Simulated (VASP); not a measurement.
# LiF (Fm-3m) in VASP: electric field gradients with r2SCAN

Aim: the electric field gradients of LiF with r2SCAN.

Everything below comes from runs of VASP 6.6.1. Logs are shortened: lines on timing, memory, paths and dates and some standing lists are left out, and cuts for length are marked.

## (1) The cell of the first run

Symmetry: Fm-3m, No. 225, cubic system. Conventional cell: a = 4.081 Å, b = 4.081 Å, c = 4.081 Å, α = 90.00°, β = 90.00°, γ = 90.00°. Within 2.7 Å of Li (site symmetry m-3m) lie 6 F at 2.04 Å. F (site symmetry m-3m) has 6 Li at 2.04 Å within 2.7 Å.

## (2) Electric field gradients, r2SCAN (8.50 Å³/atom)

Input file POSCAR:

```
LiF
1.0
    0.0000000000      2.0405030393      2.0405030393
    2.0405030393      0.0000000000      2.0405030393
    2.0405030393      2.0405030393      0.0000000000
Li F
1 1
Direct
    0.0000000000      0.0000000000      0.0000000000
    0.5000000000      0.5000000000      0.5000000000
```

Input file INCAR.step1:

```
SYSTEM = LiF
ALGO = Normal ; EDIFF = 1E-5
ENCUT = 720 ; GGA = PE
GGA_COMPAT = .False. ; ISMEAR = -1
LASPH = .True. ; LCHARG = .False.
LREAL = .False. ; LWAVE = .True.
NBANDS = 12 ; NELM = 120
PREC = Accurate ; SIGMA = 0.03
```

Input file INCAR.step2:

```
SYSTEM = LiF
ALGO = Normal ; EDIFF = 1E-8
ENCUT = 720 ; GGA_COMPAT = .False.
ISIF = 2 ; ISMEAR = -1
ISTART = 1 ; LASPH = .True.
LCHARG = .False. ; LEFG = .True.
LMIXTAU = .True. ; LREAL = .False.
LWAVE = .False. ; METAGGA = R2SCAN
NBANDS = 12 ; NELM = 120
PREC = Accurate ; SIGMA = 0.03
```

Input file KPOINTS:

```
k-points
0
Gamma
  10 10 10
  0 0 0
```

Potentials or basis: VASP PAW PBE potentials, release 64 (Li_sv, F).

Launch:

```console
cat potpaw_PBE.64/Li_sv/POTCAR potpaw_PBE.64/F/POTCAR > POTCAR
cp INCAR.step1 INCAR
mpirun -np 1 vasp_std > vasp.out
cp INCAR.step2 INCAR
mpirun -np 1 vasp_std > vasp.out
```

OUTCAR:

```text
SYSTEM = LiF
   EDIFF = 1E-8
   ENCUT = 720
   ISIF = 2
   ISMEAR = -1
   ISTART = 1
   LASPH = .True.
   LREAL = .False.
   METAGGA = R2SCAN
   NELM = 120
   PREC = Accurate

 ion  position               nearest neighbor table
   1  0.000  0.000  0.000-   2 2.04   2 2.04   2 2.04   2 2.04   2 2.04   2 2.04
   2  0.500  0.500  0.500-   1 2.04   1 2.04   1 2.04   1 2.04   1 2.04   1 2.04

  LATTYP: Found a face centered cubic cell.
 ALAT       =     4.0810060786

  Lattice vectors:

 A1 = (   0.0000000000,   2.0405030393,   2.0405030393)
 A2 = (   2.0405030393,   0.0000000000,   2.0405030393)
 A3 = (   2.0405030393,   2.0405030393,   0.0000000000)

Analysis of symmetry for initial positions (statically):
=====================================================================
 Subroutine PRICEL returns:
 Original cell was already a primitive cell.

 Routine SETGRP: Setting up the symmetry group for a
 face centered cubic supercell.

 Subroutine GETGRP returns: Found 48 space group operations
 (whereof 48 operations were pure point group operations)
 out of a pool of 48 trial point group operations.

The static configuration has the point symmetry O_h .

Analysis of symmetry for dynamics (positions and initial velocities):
=====================================================================
 Subroutine PRICEL returns:
 Original cell was already a primitive cell.

 Routine SETGRP: Setting up the symmetry group for a
 face centered cubic supercell.

 Subroutine GETGRP returns: Found 48 space group operations
 (whereof 48 operations were pure point group operations)
 out of a pool of 48 trial point group operations.

The dynamic configuration has the point symmetry O_h .

 Subroutine INISYM returns: Found 48 space group operations
 (whereof 48 operations are pure point group operations),
 and found     1 'primitive' translations

----------------------------------------------------------------------------------------

                                     Primitive cell

  volume of cell :      16.9919

  direct lattice vectors                    reciprocal lattice vectors
     0.000000000  2.040503039  2.040503039    -0.245037616  0.245037616  0.245037616
     2.040503039  0.000000000  2.040503039     0.245037616 -0.245037616  0.245037616
     2.040503039  2.040503039  0.000000000     0.245037616  0.245037616 -0.245037616

[... 135 lines left out ...]
 fundamental gap:      9.8990774156
 Fermi energy:        -1.0826114933

 k-point     1 :       0.0000    0.0000    0.0000
  band No.  band energies     occupation
      1     -44.0118      2.00000
      2     -22.8695      2.00000
      3      -1.8784      2.00000
      4      -1.8784      2.00000
      5      -1.8784      2.00000
      6       8.0207      0.00000
      7      23.2235      0.00000
      8      23.2235      0.00000
      9      23.2235      0.00000
     10      23.6037      0.00000
     11      23.6037      0.00000
     12      23.6037      0.00000
[... 331 lines left out ...]
 k-point    24 :       0.4000    0.3000    0.0000
  band No.  band energies     occupation
      1     -43.9630      2.00000
      2     -22.4009      2.00000
      3      -4.0616      2.00000
      4      -2.7059      2.00000
      5      -2.6025      2.00000
      6      12.0111      0.00000
      7      15.7466      0.00000
      8      17.8571      0.00000
      9      19.4558      0.00000
     10      20.4530      0.00000
     11      32.8306      0.00000
     12      33.8471      0.00000

 [... further k-points ...]

------------------------ aborting loop because EDIFF is reached ----------------------------------------

  FORCE on cell =-STRESS in cart. coord.  units (eV):
  Direction    XX          YY          ZZ          XY          YZ          ZX
  --------------------------------------------------------------------------------------
  -------------------------------------------------------------------------------------
  Total       -0.5920203     -0.5920203     -0.5920203     -0.0000000      0.0000000      0.0000000
  in kB      -55.8220076    -55.8220076    -55.8220076     -0.0000000      0.0000000      0.0000000
  external PRESSURE =     -55.8220076 kB  Pullay stress =       0.0000000 kB

 VOLUME and BASIS-vectors are now :
 -----------------------------------------------------------------------------
  energy-cutoff  :      720.00
  volume of cell :       16.99
      direct lattice vectors                 reciprocal lattice vectors
     0.000000000  2.040503039  2.040503039    -0.245037616  0.245037616  0.245037616
     2.040503039  0.000000000  2.040503039     0.245037616 -0.245037616  0.245037616
     2.040503039  2.040503039  0.000000000     0.245037616  0.245037616 -0.245037616

 POSITION                                       TOTAL-FORCE (eV/Angst)
 -----------------------------------------------------------------------------------
      0.00000      0.00000      0.00000        -0.000000     -0.000000     -0.000000
      2.04050      2.04050      2.04050         0.000000      0.000000      0.000000
 -----------------------------------------------------------------------------------
    total drift:                                0.000000      0.000000      0.000000

  FREE ENERGIE OF THE ION-ELECTRON SYSTEM (eV)
  ---------------------------------------------------
  free  energy   TOTEN  =       -11.8897136096 eV

  energy  without entropy=      -11.8897136096  energy(sigma->0) =      -11.88971361

 Electric field gradients (V/A^2)
---------------------------------------------------------------------
 ion       V_xx      V_yy      V_zz      V_xy      V_xz      V_yz
---------------------------------------------------------------------
   1      -0.000    -0.000    -0.000    -0.002    -0.002    -0.002
   2       0.000     0.000    -0.000    -0.001    -0.001    -0.001
---------------------------------------------------------------------

 Electric field gradients after diagonalization (V/A^2)
 (convention: |V_zz| > |V_xx| > |V_yy|)
----------------------------------------------------------------------
 ion       V_xx      V_yy      V_zz     asymmetry (V_yy - V_xx)/ V_zz
----------------------------------------------------------------------
   1       0.002     0.002    -0.003       0.000
   2       0.001     0.001    -0.003       0.000
----------------------------------------------------------------------

           NMR quadrupolar parameters

 Cq : quadrupolar parameter    Cq=e*Q*V_zz/h
 eta: asymmetry parameters     (V_yy - V_xx)/ V_zz
 Q  : nuclear electric quadrupole moment in mb (millibarn)
----------------------------------------------------------------------
 ion       Cq(MHz)       eta       Q (mb)
----------------------------------------------------------------------
   1      -0.000       0.000       1.000
   2      -0.000       0.000       1.000
----------------------------------------------------------------------
```

Run time: 2.7 min. Hardware: 1 thread of Intel Xeon 8259CL, shared host; peak memory 0.16 GiB.

Results:

```
Free energy                             : -11.8897 eV
Pressure                                : -5.6 GPa
Band gap on the k mesh                  : 9.90 eV
Largest electric field gradient by atom : under 0.05 V/Å² on every atom
```

Caveat: the cell stands under tension; the PAW data sets were made with another functional, which shifts forces and pressure a little. A k mesh can miss the band edges.
